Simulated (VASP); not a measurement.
# PIr2 (Fm-3m) in VASP: a series of runs, part 3 of 3

VASP 6.6.1. The steps go on from the part before.

## (5) Electric field gradients, LDA (volume scaled by 0.98)

The input, INCAR:

```
SYSTEM = PIr2
  PREC = Accurate
  ENCUT = 520
  EDIFF = 1E-8
  ISMEAR = -1
  SIGMA = 0.05
  LREAL = .FALSE.
  LASPH = .TRUE.
  NELM = 100
  ALGO = Normal
  ISIF = 2
  LWAVE = .FALSE.
  LCHARG = .FALSE.
  GGA = CA
  LEFG = .TRUE.
  NBANDS = 18
```

The input, KPOINTS:

```
regular mesh
0
G
  11 11 11
  0 0 0
```

The input, POSCAR:

```
PIr2
1.0
    0.0000000000      2.7489256148      2.7489256148
    2.7489256148      0.0000000000      2.7489256148
    2.7489256148      2.7489256148      0.0000000000
P Ir
1 2
Direct
    0.0000000000      0.0000000000      0.0000000000
    0.2500000000      0.2500000000      0.2500000000
    0.7500000000      0.7500000000      0.7500000000
```

Potentials or basis: VASP PAW LDA potentials, release 64 (P, Ir).

Command:

```
cat potpaw_LDA.64/P/POTCAR potpaw_LDA.64/Ir/POTCAR > POTCAR
mpirun -np 1 vasp_std > vasp.out
```

OUTCAR:

```text
SYSTEM = PIr2
   PREC = Accurate
   ENCUT = 520
   EDIFF = 1E-8
   ISMEAR = -1
   LREAL = .FALSE.
   LASPH = .TRUE.
   NELM = 100
   ISIF = 2
   GGA = CA

 ion  position               nearest neighbor table
   1  0.000  0.000  0.000-   3 2.38   3 2.38   3 2.38   2 2.38   3 2.38   2 2.38   2 2.38   2 2.38

   2  0.250  0.250  0.250-   1 2.38   1 2.38   1 2.38   1 2.38   3 2.75   3 2.75   3 2.75   3 2.75
                             3 2.75   3 2.75
   3  0.750  0.750  0.750-   1 2.38   1 2.38   1 2.38   1 2.38   2 2.75   2 2.75   2 2.75   2 2.75
                             2 2.75   2 2.75

  LATTYP: Found a face centered cubic cell.
 ALAT       =     5.4978512296

  Lattice vectors:

 A1 = (   0.0000000000,   2.7489256148,   2.7489256148)
 A2 = (   2.7489256148,   0.0000000000,   2.7489256148)
 A3 = (   2.7489256148,   2.7489256148,   0.0000000000)

Analysis of symmetry for initial positions (statically):
=====================================================================
 Subroutine PRICEL returns:
 Original cell was already a primitive cell.

 Routine SETGRP: Setting up the symmetry group for a
 face centered cubic supercell.

 Subroutine GETGRP returns: Found 48 space group operations
 (whereof 48 operations were pure point group operations)
 out of a pool of 48 trial point group operations.

The static configuration has the point symmetry O_h .

Analysis of symmetry for dynamics (positions and initial velocities):
=====================================================================
 Subroutine PRICEL returns:
 Original cell was already a primitive cell.

 Routine SETGRP: Setting up the symmetry group for a
 face centered cubic supercell.

 Subroutine GETGRP returns: Found 48 space group operations
 (whereof 48 operations were pure point group operations)
 out of a pool of 48 trial point group operations.

The dynamic configuration has the point symmetry O_h .

 Subroutine INISYM returns: Found 48 space group operations
 (whereof 48 operations are pure point group operations),
 and found     1 'primitive' translations

----------------------------------------------------------------------------------------

                                     Primitive cell

  volume of cell :      41.5450

  direct lattice vectors                    reciprocal lattice vectors
     0.000000000  2.748925615  2.748925615    -0.181889243  0.181889243  0.181889243
     2.748925615  0.000000000  2.748925615     0.181889243 -0.181889243  0.181889243
     2.748925615  2.748925615  0.000000000     0.181889243  0.181889243 -0.181889243

  length of vectors
     3.887567886  3.887567886  3.887567886     0.315041411  0.315041411  0.315041411

  position of ions in fractional coordinates (direct lattice)
     0.000000000  0.000000000  0.000000000
     0.250000000  0.250000000  0.250000000
     0.750000000  0.750000000  0.750000000

  ion indices of the primitive-cell ions
   primitive index   ion index
                 1           1
                 2           2
                 3           3

----------------------------------------------------------------------------------------

 KPOINTS: regular mesh

[... 76 lines left out ...]
   TEBEG  =    0.0;   TEEND  =   0.0 temperature during run
   PSTRESS=    0.0 pullay stress
   NELECT =      23.0000    total number of electrons
   NUPDOWN=      -1.0000    fix difference up-down
   EMIN   =  10.00;   EMAX   =-10.00  energy-range for DOS
   EFERMI =   0.00;   METHOD = LEGACY
   ISMEAR =    -1;   SIGMA  =   0.05  broadening in eV -4-tet -1-fermi 0-gaus
   EFERMI_NEDOS =   21; number of points for ismear=-14 and -15
   IALGO  =     38    algorithm
   IMIX   =      4    mixing-type and parameters
     AMIX     =   0.40;   BMIX     =  1.00
     AMIX_MAG =   1.60;   BMIX_MAG =  1.00
  volume/ion in A,a.u.               =      13.85        93.45
  Fermi-wavevector in a.u.,A,eV,Ry     =   1.344243  2.540251 24.585582  1.806989
  Thomas-Fermi vector in A             =   2.472252
   LORBIT       =      0    0 simple, 1 ext, 2 COOP (PROOUT), +10 PAW based schemes
   GGA     = CA    functional components
   LHFCALC =     F    Hartree Fock is set to
   AEXX    =    0.0000 exact exchange contribution
   IVDW    =     0    specifies the selected vdW correction
   LEPSILON=     F    determine dielectric tensor
   LRPA    =     F    only Hartree local field effects (RPA)
 non-spin polarized calculation
  energy-cutoff  :      520.00
  volume of cell :       41.55
 maximum number of plane-waves:      1139
 NGX is ok and might be reduce to    30
   NGX = 15   NGY = 15   NGZ = 15

 number of electron      23.0000002 magnetization

 Free energy of the ion-electron system (eV)
  ---------------------------------------------------
  ext. energy  EPLUGINS =         0.00000000
  ---------------------------------------------------
  free energy    TOTEN  =       -28.03540994 eV

  energy without entropy =      -28.02979575  energy(sigma->0) =      -28.03260285

 E-fermi :  10.2560     XC(G=0): -13.2368

 val. band max:       10.2179466807   @ k =   0.2727   0.0000   0.0000
 cond. band min:      10.2642908945   @ k =   0.3636   0.2727   0.0909
 fundamental gap:      0.0463442138
 Fermi energy:        10.2560266140

 k-point     1 :       0.0000    0.0000    0.0000
  band No.  band energies     occupation
      1      -4.4557      2.00000
      2       2.4039      2.00000
      3       2.4039      2.00000
      4       2.4039      2.00000
      5       4.0330      2.00000
      6       4.0330      2.00000
[... 481 lines left out ...]
      5       4.7227      2.00000
      6       5.2242      2.00000
[... 10 lines left out ...]
     17      17.3370      0.00000
     18      19.5052      0.00000

 [... further k-points ...]
[... 5 lines left out ...]
  --------------------------------------------------------------------------------------
  -------------------------------------------------------------------------------------
  Total        0.9001567      0.9001567      0.9001567      0.0000000      0.0000000      0.0000000
  in kB       34.7144081     34.7144081     34.7144081      0.0000000      0.0000000      0.0000000
  external PRESSURE =      34.7144081 kB  Pullay stress =       0.0000000 kB

 VOLUME and BASIS-vectors are now :
 -----------------------------------------------------------------------------
  energy-cutoff  :      520.00
  volume of cell :       41.55
      direct lattice vectors                 reciprocal lattice vectors
     0.000000000  2.748925615  2.748925615    -0.181889243  0.181889243  0.181889243
     2.748925615  0.000000000  2.748925615     0.181889243 -0.181889243  0.181889243
     2.748925615  2.748925615  0.000000000     0.181889243  0.181889243 -0.181889243

 POSITION                                       TOTAL-FORCE (eV/Angst)
 -----------------------------------------------------------------------------------
      0.00000      0.00000      0.00000        -0.000000     -0.000000     -0.000000
      1.37446      1.37446      1.37446         0.000000      0.000000     -0.000000
      4.12339      4.12339      4.12339         0.000000     -0.000000      0.000000
 -----------------------------------------------------------------------------------
    total drift:                               -0.000000      0.000000      0.000000

  FREE ENERGIE OF THE ION-ELECTRON SYSTEM (eV)
  ---------------------------------------------------
  free  energy   TOTEN  =       -28.0354099415 eV

  energy  without entropy=      -28.0297957542  energy(sigma->0) =      -28.03260285

 Electric field gradients (V/A^2)
---------------------------------------------------------------------
 ion       V_xx      V_yy      V_zz      V_xy      V_xz      V_yz
---------------------------------------------------------------------
   1       0.000     0.000     0.000    -0.000    -0.000    -0.000
   2      -0.000    -0.000     0.000    -0.000    -0.000    -0.000
   3      -0.000    -0.000     0.000    -0.000    -0.000    -0.000
---------------------------------------------------------------------

 Electric field gradients after diagonalization (V/A^2)
 (convention: |V_zz| > |V_xx| > |V_yy|)
----------------------------------------------------------------------
 ion       V_xx      V_yy      V_zz     asymmetry (V_yy - V_xx)/ V_zz
----------------------------------------------------------------------
   1       0.000     0.000    -0.001       0.000
   2       0.000     0.000    -0.000       0.000
   3       0.000     0.000    -0.000       0.000
----------------------------------------------------------------------

           NMR quadrupolar parameters

 Cq : quadrupolar parameter    Cq=e*Q*V_zz/h
 eta: asymmetry parameters     (V_yy - V_xx)/ V_zz
 Q  : nuclear electric quadrupole moment in mb (millibarn)
----------------------------------------------------------------------
 ion       Cq(MHz)       eta       Q (mb)
----------------------------------------------------------------------
   1      -0.000       0.000       1.000
   2      -0.000       0.000       1.000
   3      -0.000       0.000       1.000
----------------------------------------------------------------------
```

OSZICAR:

```text
N       E                     dE             d eps       ncg     rms          rms(c)
DAV:   1     0.192661059988E+03    0.19266E+03   -0.10203E+04  2016   0.120E+03
DAV:   2    -0.192592990611E+02   -0.21192E+03   -0.20042E+03  2018   0.347E+02
DAV:   3    -0.289636494019E+02   -0.97044E+01   -0.94967E+01  2584   0.802E+01
DAV:   4    -0.291709548640E+02   -0.20731E+00   -0.20674E+00  2472   0.113E+01
DAV:   5    -0.291752551894E+02   -0.43003E-02   -0.42995E-02  2518   0.157E+00    0.264E+01
DAV:   6    -0.281674567379E+02    0.10078E+01   -0.24655E+00  2742   0.184E+01    0.102E+01
DAV:   7    -0.280654864198E+02    0.10197E+00   -0.10111E-01  2196   0.257E+00    0.502E+00
DAV:   8    -0.280360683963E+02    0.29418E-01   -0.34514E-02  2292   0.987E-01    0.719E-01
DAV:   9    -0.280355280014E+02    0.54039E-03   -0.26751E-03  2320   0.412E-01    0.403E-01
DAV:  10    -0.280354316355E+02    0.96366E-04   -0.47495E-04  2522   0.225E-01    0.902E-02
DAV:  11    -0.280354119847E+02    0.19651E-04   -0.41063E-05  2450   0.608E-02    0.296E-02
DAV:  12    -0.280354099868E+02    0.19979E-05   -0.48460E-06  2428   0.126E-02    0.339E-03
DAV:  13    -0.280354099420E+02    0.44741E-07   -0.41548E-07  2662   0.499E-03    0.234E-03
DAV:  14    -0.280354099415E+02    0.57571E-09   -0.95427E-09  1526   0.741E-04
   1 F= -.28035410E+02 E0= -.28032603E+02  d E =-.561419E-02
```

Run time: 54 s. Hardware: 1 thread of Intel Xeon Platinum 8259CL at 2.50GHz (Skylake/Cascade Lake), shared host; peak memory 0.18 GiB.

What came out:

| Property | Result |
| --- | --- |
| Free energy | -28.0354 eV |
| Pressure | 3.5 GPa |

Caveat: without QUAD_EFG the Cq values of the log hold for a quadrupole moment of 1 mb, not for the nuclei; spin-orbit coupling is left out, which moves the levels of the heavy elements.
